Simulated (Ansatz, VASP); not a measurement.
## One calculation of MoS2, two programs

INCAR

```
  PREC = Accurate
  ENCUT = 520
  EDIFF = 1E-6
  ISMEAR = -1
  SIGMA = 0.1
  LREAL = False
  LASPH = True
  NELM = 80
  ALGO = Normal
  ISIF = 2
  LWAVE = False
  LCHARG = False
  GGA = PE
  NBANDS = 35
```

The input KPOINTS:

```
Automatic mesh
0
Gamma
  8 8 2
```

Contents of POSCAR:

```
MoS2
1.0
    3.2712956859      0.0000000000      0.0000000000
   -1.6356478429      2.8330205173      0.0000000000
    0.0000000000      0.0000000000     12.7218201429
Mo S
2 4
Direct
    0.3333333333      0.6666666667      0.2500000000
    0.6666666667      0.3333333333      0.7500000000
    0.3333333333      0.6666666667      0.6230000000
    0.6666666667      0.3333333333      0.1230000000
    0.3333333333      0.6666666667      0.8770000000
    0.6666666667      0.3333333333      0.3770000000
```

Input for Ansatz:

```yaml
crystal:
  lattice:
    - [3.2712956858812277, 0.0, 0.0]
    - [-1.6356478429406138, 2.8330205172619176, 0.0]
    - [0.0, 0.0, 12.721820142884269]
  atoms:
    - { symbol: Mo, position: [0.3333333333333333, 0.6666666666666666, 0.25] }
    - { symbol: Mo, position: [0.6666666666666666, 0.3333333333333333, 0.75] }
    - { symbol: S, position: [0.3333333333333333, 0.6666666666666666, 0.623] }
    - { symbol: S, position: [0.6666666666666666, 0.3333333333333333, 0.123] }
    - { symbol: S, position: [0.3333333333333333, 0.6666666666666666, 0.877] }
    - { symbol: S, position: [0.6666666666666666, 0.3333333333333333, 0.377] }
basis:
  ecutwfc: 500.0
kpoints:
  mp_grid:
    grid: [8, 8, 2]
hamiltonian:
  xc: pbe
scf:
  occupations:
    method: fermi_dirac
    width: 0.1
output:
  stress: true
```

Alike in both runs: task single point; functional PBE; k mesh 8 × 8 × 2; occupations fermi-dirac, width 0.1 eV; no spin polarisation.

|  | VASP | Ansatz |
| --- | --- | --- |
| version | VASP 6.6.1 | Ansatz 0.2.0 |
| potentials or method | VASP PAW PBE potentials, release 64 (Mo_sv, S), cutoff 520 eV | plane waves, PAW |
| valence electrons in the cell | 52 | 52 |

Ansatz gave:

```
pressure (GPa)                                                : -9.8
traceless stress, the component that is largest in VASP (GPa) : -0.67
```

Q: Estimate VASP's values.

A: Pressure (GPa): -9.9; traceless stress, the component that is largest in VASP (GPa): -0.70.

Ansatz's warnings: structure snapped to symmetry.
